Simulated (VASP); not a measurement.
# AgCl (I4/mmm) in VASP: a series of runs

AgCl is run at these levels: r2SCAN; tasks: single point.

All numbers are computed with VASP 6.6.1; they aren't measurements. Logs are shortened: lines on timing, memory, paths and dates and some standing lists are left out, and cuts for length are marked.

## 1. The cell of the first run

Symmetry: I4/mmm, No. 139, tetragonal system. The conventional cell has a = 3.765 Å, b = 3.765 Å, c = 5.768 Å, α = 90.00°, β = 90.00°, γ = 90.00°. Ag (site symmetry 4/mmm) has 6 Cl at 2.66 to 2.88 Å within 3.5 Å. Cl (site symmetry 4/mmm) has 6 Ag at 2.66 to 2.88 Å within 3.5 Å.

## 2. Single point, r2SCAN (strain -0.040 along x and y, +0.040 along z)

POSCAR

```
AgCl
1.0
    0.0000000000      2.6622240000      2.8840760000
    2.6622240000      0.0000000000      2.8840760000
    2.6622240000      2.6622240000      0.0000000000
Ag Cl
1 1
Direct
    0.5000000000      0.5000000000      0.5000000000
    0.0000000000      0.0000000000      0.0000000000
```

INCAR.step1

```
SYSTEM = AgCl
  ALGO = Normal
  EDIFF = 1E-5
  ENCUT = 550
  GGA = PE
  GGA_COMPAT = .FALSE.
  ISMEAR = 0
  LASPH = .TRUE.
  LCHARG = .FALSE.
  LREAL = .FALSE.
  LWAVE = .TRUE.
  NBANDS = 16
  NELM = 120
  PREC = Accurate
  SIGMA = 0.05
```

INCAR.step2

```
SYSTEM = AgCl
  ALGO = Normal
  EDIFF = 1E-6
  ENCUT = 550
  GGA_COMPAT = .FALSE.
  ISIF = 2
  ISMEAR = 0
  ISTART = 1
  LASPH = .TRUE.
  LCHARG = .FALSE.
  LMIXTAU = .TRUE.
  LREAL = .FALSE.
  LWAVE = .FALSE.
  METAGGA = R2SCAN
  NBANDS = 16
  NELM = 120
  PREC = Accurate
  SIGMA = 0.05
```

KPOINTS

```
k-points
0
G
  8 8 8
  0 0 0
```

Potentials or basis: VASP PAW PBE potentials, release 64 (Ag, Cl).

Started as:

```sh
$ cat potpaw_PBE.64/Ag/POTCAR potpaw_PBE.64/Cl/POTCAR > POTCAR
$ cp INCAR.step1 INCAR
$ mpirun -np 1 vasp_std > vasp.out
$ cp INCAR.step2 INCAR
$ mpirun -np 1 vasp_std > vasp.out
```

OUTCAR:

```text
SYSTEM = AgCl
   EDIFF = 1E-6
   ENCUT = 550
   ISIF = 2
   ISMEAR = 0
   ISTART = 1
   LASPH = .TRUE.
   LREAL = .FALSE.
   METAGGA = R2SCAN
   NELM = 120
   PREC = Accurate

 ion  position               nearest neighbor table
   1  0.500  0.500  0.500-   2 2.66   2 2.66   2 2.66   2 2.66   2 2.88   2 2.88
   2  0.000  0.000  0.000-   1 2.66   1 2.66   1 2.66   1 2.66   1 2.88   1 2.88

  LATTYP: Found a body centered tetragonal cell.
 ALAT       =     3.7649532869
 C/A-ratio  =     1.5320646926

  Lattice vectors:

 A1 = (  -2.6622240000,   0.0000000000,   2.8840760000)
 A2 = (   2.6622240000,   0.0000000000,   2.8840760000)
 A3 = (   0.0000000000,   2.6622240000,  -2.8840760000)

Analysis of symmetry for initial positions (statically):
=====================================================================
 Subroutine PRICEL returns:
 Original cell was already a primitive cell.

 Routine SETGRP: Setting up the symmetry group for a
 body centered tetragonal supercell.

 Subroutine GETGRP returns: Found 16 space group operations
 (whereof 16 operations were pure point group operations)
 out of a pool of 16 trial point group operations.

The static configuration has the point symmetry D_4h.

Analysis of symmetry for dynamics (positions and initial velocities):
=====================================================================
 Subroutine PRICEL returns:
 Original cell was already a primitive cell.

 Routine SETGRP: Setting up the symmetry group for a
 body centered tetragonal supercell.

 Subroutine GETGRP returns: Found 16 space group operations
 (whereof 16 operations were pure point group operations)
 out of a pool of 16 trial point group operations.

The dynamic configuration has the point symmetry D_4h.

 Subroutine INISYM returns: Found 16 space group operations
 (whereof 16 operations are pure point group operations),
 and found     1 'primitive' translations

----------------------------------------------------------------------------------------

                                     Primitive cell

  volume of cell :      40.8814

  direct lattice vectors                    reciprocal lattice vectors
     0.000000000  2.662224000  2.884076000    -0.187812896  0.187812896  0.173365750
     2.662224000  0.000000000  2.884076000     0.187812896 -0.187812896  0.173365750
     2.662224000  2.662224000  0.000000000     0.187812896  0.187812896 -0.173365750

  length of vectors
     3.924962548  3.924962548  3.764953287     0.317179841  0.317179841  0.317179841

  position of ions in fractional coordinates (direct lattice)
     0.500000000  0.500000000  0.500000000
     0.000000000  0.000000000  0.000000000

  ion indices of the primitive-cell ions
   primitive index   ion index
                 1           1
                 2           2

----------------------------------------------------------------------------------------

 KPOINTS: k-points

Automatic generation of k-mesh.
 Grid dimensions read from file:
 generate k-points for:    8    8    8

 Generating k-lattice:

  Cartesian coordinates                     Fractional coordinates (reciprocal lattice)
    -0.023476612  0.023476612  0.021670719     0.125000000  0.000000000  0.000000000
     0.023476612 -0.023476612  0.021670719     0.000000000  0.125000000  0.000000000
     0.023476612  0.023476612 -0.021670719    -0.000000000 -0.000000000  0.125000000

  Length of vectors
     0.039647480  0.039647480  0.039647480

  Shift w.r.t. Gamma in fractional coordinates (k-lattice)
     0.000000000  0.000000000  0.000000000

 Subroutine IBZKPT returns following result:
 ===========================================

 Found     59 irreducible k-points:

 Following reciprocal coordinates:
            Coordinates               Weight
  0.000000  0.000000  0.000000      1.000000
  0.125000  0.000000  0.000000      8.000000
  0.250000  0.000000  0.000000      8.000000
  0.375000  0.000000  0.000000      8.000000
  0.500000  0.000000  0.000000      4.000000
  0.125000  0.125000  0.000000      2.000000
[... 16 lines left out ...]
  0.250000  0.000000  0.125000     16.000000
  0.375000  0.000000  0.125000     16.000000
 [... further k-points ...]
   k-points           NKPTS =     59   k-points in BZ     NKDIM =     59   number of bands    NBANDS=     16
   number of dos      NEDOS =    301   number of ions     NIONS =      2
   total plane-waves  NPLWV =  27000
   dimension x,y,z NGX =    30 NGY =   30 NGZ =   30
   dimension x,y,z NGXF=    60 NGYF=   60 NGZF=   60
   ions per type =               1   1
   NGX,Y,Z   is equivalent  to a cutoff of  12.71, 12.71, 13.25 a.u.
   NGXF,Y,Z  is equivalent  to a cutoff of  25.41, 25.41, 26.49 a.u.
 SYSTEM =  AgCl
   PREC   = accura    normal or accurate (medium, high low for compatibility)
   ISTART =      1    job   : 0-new  1-cont  2-samecut
   ICHARG =      0    charge: 1-file 2-atom 10-const
   ISPIN  =      1    spin polarized calculation?
[... 28 lines left out ...]
  Thomas-Fermi vector in A             =   2.379665
   LORBIT       =      0    0 simple, 1 ext, 2 COOP (PROOUT), +10 PAW based schemes
   METAGGA = R2SCAN    functional components
   LHFCALC =     F    Hartree Fock is set to
   AEXX    =    0.0000 exact exchange contribution
   IVDW    =     0    specifies the selected vdW correction
   LEPSILON=     F    determine dielectric tensor
   LRPA    =     F    only Hartree local field effects (RPA)
 non-spin polarized calculation
 Gauss-broadening in eV      SIGMA  =   0.05
  energy-cutoff  :      550.00
  volume of cell :       40.88
 maximum number of plane-waves:      1220
   NGX = 15   NGY = 15   NGZ = 15

 number of electron      18.0000004 magnetization

 Free energy of the ion-electron system (eV)
  ---------------------------------------------------
  ext. energy  EPLUGINS =         0.00000000
  ---------------------------------------------------
  free energy    TOTEN  =       -28.60706501 eV

  energy without entropy =      -28.60706501  energy(sigma->0) =      -28.60706501

 E-fermi :   4.6574     XC(G=0): -10.7378

 val. band max:        4.3963650300   @ k =   0.5000   0.0000   0.0000
 cond. band min:       5.5703503012   @ k =   0.0000   0.0000   0.0000
 fundamental gap:      1.1739852712
 Fermi energy:         4.6573702983

 k-point     1 :       0.0000    0.0000    0.0000
  band No.  band energies     occupation
      1     -12.0522      2.00000
      2       1.3234      2.00000
      3       1.3677      2.00000
      4       1.3677      2.00000
      5       1.5011      2.00000
      6       1.5045      2.00000
[... 8 lines left out ...]
     15      17.3400      0.00000
     16      17.7314      0.00000

 k-point     2 :       0.1250    0.0000    0.0000
  band No.  band energies     occupation
      1     -11.9841      2.00000
      2       0.5306      2.00000
      3       0.5755      2.00000
      4       0.7991      2.00000
      5       1.4722      2.00000
      6       1.5698      2.00000
[... 8 lines left out ...]
     15      17.3263      0.00000
     16      17.7610      0.00000

 k-point     3 :       0.2500    0.0000    0.0000
  band No.  band energies     occupation
      1     -11.8122      2.00000
      2      -0.5476      2.00000
      3      -0.0887      2.00000
      4       0.1682      2.00000
      5       1.6407      2.00000
      6       1.6823      2.00000
[... 8 lines left out ...]
     15      17.0159      0.00000
     16      17.7954      0.00000

 k-point     4 :       0.3750    0.0000    0.0000
  band No.  band energies     occupation
      1     -11.6285      2.00000
      2      -1.3860      2.00000
      3      -0.5079      2.00000
      4      -0.2276      2.00000
      5       1.7981      2.00000
      6       1.8172      2.00000
[... 8 lines left out ...]
     15      17.7153      0.00000
     16      18.3087      0.00000
[... 324 lines left out ...]
 k-point    22 :       0.1250    0.0000    0.1250
  band No.  band energies     occupation
      1     -11.9544      2.00000
      2      -0.0642      2.00000
      3       0.7892      2.00000
      4       1.0287      2.00000
      5       1.4665      2.00000
      6       1.5397      2.00000
[... 8 lines left out ...]
     15      18.1170      0.00000
     16      18.8472      0.00000

 k-point    23 :       0.2500    0.0000    0.1250
  band No.  band energies     occupation
      1     -11.8182      2.00000
      2      -0.7086      2.00000
      3       0.2364      2.00000
      4       0.5272      2.00000
      5       1.5118      2.00000
      6       1.6717      2.00000
[... 8 lines left out ...]
     15      17.9781      0.00000
     16      19.2397      0.00000

 k-point    24 :       0.3750    0.0000    0.1250
  band No.  band energies     occupation
      1     -11.6470      2.00000
      2      -1.2405      2.00000
      3      -0.3664      2.00000
      4       0.0137      2.00000
      5       1.6537      2.00000
      6       1.8367      2.00000
[... 8 lines left out ...]
     15      18.4570      0.00000
     16      19.2279      0.00000

 [... further k-points ...]

------------------------ aborting loop because EDIFF is reached ----------------------------------------

  FORCE on cell =-STRESS in cart. coord.  units (eV):
  Direction    XX          YY          ZZ          XY          YZ          ZX
  --------------------------------------------------------------------------------------
  -------------------------------------------------------------------------------------
  Total        1.0689737      1.0689737      0.1467827      0.0000000     -0.0000000      0.0000000
  in kB       41.8939910     41.8939910      5.7525372      0.0000000     -0.0000000      0.0000000
  external PRESSURE =      29.8468398 kB  Pullay stress =       0.0000000 kB

 VOLUME and BASIS-vectors are now :
 -----------------------------------------------------------------------------
  energy-cutoff  :      550.00
  volume of cell :       40.88
      direct lattice vectors                 reciprocal lattice vectors
     0.000000000  2.662224000  2.884076000    -0.187812896  0.187812896  0.173365750
     2.662224000  0.000000000  2.884076000     0.187812896 -0.187812896  0.173365750
     2.662224000  2.662224000  0.000000000     0.187812896  0.187812896 -0.173365750

 POSITION                                       TOTAL-FORCE (eV/Angst)
 -----------------------------------------------------------------------------------
      2.66222      2.66222      2.88408        -0.000000      0.000000      0.000000
      0.00000      0.00000      0.00000         0.000000     -0.000000     -0.000000
 -----------------------------------------------------------------------------------
    total drift:                                0.000000      0.000000      0.000000

  FREE ENERGIE OF THE ION-ELECTRON SYSTEM (eV)
  ---------------------------------------------------
  free  energy   TOTEN  =       -28.6070650071 eV

  energy  without entropy=      -28.6070650071  energy(sigma->0) =      -28.60706501
```

Run time: 2.6 min. Hardware: 1 thread of AMD EPYC 9R14 (Zen 4), shared host; peak memory 0.16 GiB.

What came out:

| Quantity | Value |
| --- | --- |
| Free energy | -28.6071 eV |
| Pressure | 3.0 GPa |
| Band gap on the k mesh | 1.17 eV (least direct gap 3.88 eV) |

Caveat: the cell differs from its parent crystal (strain -0.040 along x and y, +0.040 along z); the PAW data sets were made with another functional, which shifts forces and pressure a little.

## 3. Single point, r2SCAN (strain -0.040 along x and y, +0.080 along z)

POSCAR

```
AgCl
1.0
    0.0000000000      2.6622240000      2.9950020000
    2.6622240000      0.0000000000      2.9950020000
    2.6622240000      2.6622240000      0.0000000000
Ag Cl
1 1
Direct
    0.5000000000      0.5000000000      0.5000000000
    0.0000000000      0.0000000000      0.0000000000
```

INCAR.step1

```
SYSTEM = AgCl
PREC = Accurate
ENCUT = 550
ISMEAR = 0
SIGMA = 0.05
LREAL = .FALSE.
LASPH = .TRUE.
NELM = 120
NBANDS = 16
GGA = PE
ALGO = Normal
EDIFF = 1E-5
LWAVE = .TRUE.
LCHARG = .FALSE.
GGA_COMPAT = .FALSE.
```

INCAR.step2

```
SYSTEM = AgCl
PREC = Accurate
ENCUT = 550
EDIFF = 1E-6
ISMEAR = 0
SIGMA = 0.05
LREAL = .FALSE.
LASPH = .TRUE.
NELM = 120
ALGO = Normal
ISIF = 2
LWAVE = .FALSE.
LCHARG = .FALSE.
METAGGA = R2SCAN
LMIXTAU = .TRUE.
NBANDS = 16
ISTART = 1
GGA_COMPAT = .FALSE.
```

KPOINTS

```
regular mesh
0
G
  8 8 8
  0 0 0
```

Potentials or basis: VASP PAW PBE potentials, release 64 (Ag, Cl).

Started as:

```sh
$ cat potpaw_PBE.64/Ag/POTCAR potpaw_PBE.64/Cl/POTCAR > POTCAR
$ cp INCAR.step1 INCAR
$ mpirun -np 1 vasp_std > vasp.out
$ cp INCAR.step2 INCAR
$ mpirun -np 1 vasp_std > vasp.out
```

Wall time 2.8 min (1 thread of AMD EPYC 9R14 (Zen 4), shared host); peak memory 0.17 GiB.

Results (log left out):

| Item | Value |
| --- | --- |
| Free energy | -28.6038 eV |
| Pressure | 1.5 GPa |
| Band gap on the k mesh | 1.09 eV (least direct gap 3.78 eV) |

Stress tensor (GPa, compression positive):
```
 2.81  0.00  0.00
 0.00  2.81  0.00
 0.00  0.00 -1.26
```

Levels at points of the mesh, in eV from the valence-band top:
```tsv
k point	band 7	band 8	band 9	band 10	band 11	band 12
(0.00, 0.00, 0.00)	-2.84	-2.84	-2.77	1.09	10.77	11.11
(0.50, 0.00, 0.00)	-2.17	-0.82	0.00	4.22	6.93	7.38
(0.50, 0.50, 0.00)	-2.46	-2.46	-2.35	2.66	8.02	8.46
(0.50, 0.00, 0.50)	-2.52	-2.37	-2.25	2.50	7.74	9.20
```

Caveat: the cell differs from its parent crystal (strain -0.040 along x and y, +0.080 along z); the PAW data sets were made with another functional, which shifts forces and pressure a little.

## 4. Single point, r2SCAN (strain +0.040 along x and y, -0.080 along z)

POSCAR

```
AgCl
1.0
    0.0000000000      2.8840760000      2.5512980000
    2.8840760000      0.0000000000      2.5512980000
    2.8840760000      2.8840760000      0.0000000000
Ag Cl
1 1
Direct
    0.5000000000      0.5000000000      0.5000000000
    0.0000000000      0.0000000000      0.0000000000
```

INCAR.step1

```
  PREC = Accurate
  ENCUT = 550
  ISMEAR = 0
  SIGMA = 0.05
  LREAL = F
  LASPH = T
  NELM = 120
  NBANDS = 16
  GGA = PE
  ALGO = Normal
  EDIFF = 1E-5
  LWAVE = T
  LCHARG = F
  GGA_COMPAT = F
```

INCAR.step2

```
  PREC = Accurate
  ENCUT = 550
  EDIFF = 1E-6
  ISMEAR = 0
  SIGMA = 0.05
  LREAL = F
  LASPH = T
  NELM = 120
  ALGO = Normal
  ISIF = 2
  LWAVE = F
  LCHARG = F
  METAGGA = R2SCAN
  LMIXTAU = T
  NBANDS = 16
  ISTART = 1
  GGA_COMPAT = F
```

KPOINTS

```
regular mesh
0
Gamma
  8 8 8
```

Started as:

```sh
$ cat potpaw_PBE.64/Ag/POTCAR potpaw_PBE.64/Cl/POTCAR > POTCAR
$ cp INCAR.step1 INCAR
$ mpirun -np 1 vasp_std > vasp.out
$ cp INCAR.step2 INCAR
$ mpirun -np 1 vasp_std > vasp.out
```

It took 2.4 min on 1 thread of AMD EPYC 9R14 (Zen 4), shared host; peak memory 0.17 GiB.

The run converged. Its results:

* Free energy: -28.5986 eV
* Pressure: 1.7 GPa
* Band gap on the k mesh: 1.20 eV (least direct gap 3.85 eV)

Stress tensor (GPa, compression positive):
```
0.12 0.00 0.00
0.00 0.12 0.00
0.00 0.00 4.76
```

Levels at points of the mesh, in eV from the valence-band top:
```csv
k point,band 6,band 7,band 8,band 9,band 10,band 11,band 12,band 13
"(0.00, 0.00, 0.00)",-2.80,-2.72,-2.72,-2.68,1.20,11.01,11.01,11.28
"(0.50, 0.00, 0.00)",-2.44,-2.08,-0.70,0.00,4.30,7.08,7.30,8.75
"(0.50, 0.50, 0.00)",-2.51,-2.40,-2.40,-2.20,2.58,7.49,9.70,11.46
"(0.50, 0.00, 0.50)",-2.69,-2.41,-2.36,-2.24,2.70,8.37,8.48,11.38
```

Caveat: the cell differs from its parent crystal (strain +0.040 along x and y, -0.080 along z); the PAW data sets were made with another functional, which shifts forces and pressure a little.

## 5. Single point, r2SCAN (strain +0.040 along x and y, -0.040 along z)

POSCAR

```
AgCl
1.0
    0.0000000000      2.8840760000      2.6622240000
    2.8840760000      0.0000000000      2.6622240000
    2.8840760000      2.8840760000      0.0000000000
Ag Cl
1 1
Direct
    0.5000000000      0.5000000000      0.5000000000
    0.0000000000      0.0000000000      0.0000000000
```

INCAR.step1

```
SYSTEM = AgCl
PREC     = Accurate       ! precision mode
ENCUT    = 550            ! plane-wave cutoff, eV
ISMEAR   = 0              ! smearing method
SIGMA    = 0.05           ! smearing width, eV
LREAL    = .False.        ! projectors in reciprocal space
LASPH    = .True.         ! aspherical terms in the spheres
NELM     = 120            ! most SCF steps
NBANDS   = 16             ! bands
GGA      = PE             ! functional
ALGO     = Normal         ! electronic algorithm
EDIFF    = 1E-5           ! SCF threshold, eV
LWAVE    = .True.         ! write WAVECAR
LCHARG   = .False.        ! write CHGCAR
GGA_COMPAT= .False.
```

INCAR.step2

```
SYSTEM = AgCl
PREC     = Accurate       ! precision mode
ENCUT    = 550            ! plane-wave cutoff, eV
EDIFF    = 1E-6           ! SCF threshold, eV
ISMEAR   = 0              ! smearing method
SIGMA    = 0.05           ! smearing width, eV
LREAL    = .False.        ! projectors in reciprocal space
LASPH    = .True.         ! aspherical terms in the spheres
NELM     = 120            ! most SCF steps
ALGO     = Normal         ! electronic algorithm
ISIF     = 2              ! what is computed and relaxed
LWAVE    = .False.        ! write WAVECAR
LCHARG   = .False.        ! write CHGCAR
METAGGA  = R2SCAN         ! meta-GGA
LMIXTAU  = .True.       
NBANDS   = 16             ! bands
ISTART   = 1            
GGA_COMPAT= .False.
```

KPOINTS

```
regular mesh
0
Gamma
  8 8 8
  0 0 0
```

Started as:

```sh
$ cat potpaw_PBE.64/Ag/POTCAR potpaw_PBE.64/Cl/POTCAR > POTCAR
$ cp INCAR.step1 INCAR
$ mpirun -np 1 vasp_std > vasp.out
$ cp INCAR.step2 INCAR
$ mpirun -np 1 vasp_std > vasp.out
```

Run time: 2.7 min. Hardware: 1 thread of AMD EPYC 9R14 (Zen 4), shared host; peak memory 0.17 GiB.

The run converged. Its results:

```yaml
Free_energy: -28.6230 eV
Pressure: -1.3 GPa
Band_gap_on_the_k_mesh: 1.24 eV (least direct gap 3.61 eV)
```

Stress tensor (GPa, compression positive):
```
-1.82  0.00  0.00
 0.00 -1.82  0.00
 0.00  0.00 -0.21
```

Levels at points of the mesh, in eV from the valence-band top:
```
           k point  band 7  band 8  band 9  band 10  band 11  band 12
(0.00, 0.00, 0.00)   -2.45   -2.45   -2.43     1.24    11.10    11.10
(0.50, 0.00, 0.00)   -1.87   -0.46    0.00     4.55     6.81     7.72
(0.50, 0.50, 0.00)   -2.11   -2.11   -1.98     2.75     7.84     9.41
(0.50, 0.00, 0.50)   -2.13   -2.09   -2.01     2.81     8.37     8.60
```

Caveat: the cell differs from its parent crystal (strain +0.040 along x and y, -0.040 along z); the PAW data sets were made with another functional, which shifts forces and pressure a little.

## 6. Summary

| cell | gap on the mesh (eV) | pressure (GPa) |
| --- | --- | --- |
| a = 3.925, b = 3.925, c = 3.765 Å, angles 61.3, 61.3, 57.3°, 2 atoms | 1.17 | 3.0 |
| a = 4.007, b = 4.007, c = 3.765 Å, angles 62.0, 62.0, 56.0°, 2 atoms | 1.09 | 1.5 |
| a = 3.851, b = 3.851, c = 4.079 Å, angles 58.0, 58.0, 64.0°, 2 atoms | 1.20 | 1.7 |
| a = 3.925, b = 3.925, c = 4.079 Å, angles 58.7, 58.7, 62.6°, 2 atoms | 1.24 | -1.3 |

Alike in all rows: task single point; level r2SCAN; potentials or basis VASP PAW PBE potentials, release 64 (Ag, Cl); no spin polarisation; k mesh 8 × 8 × 8; cutoff (eV) 550; smearing gaussian 0.05 eV.

Caveats: the PAW data sets were made with another functional, which shifts forces and pressure a little.

Total energies depend on the potentials used, so only differences within one code and one set of settings carry meaning.
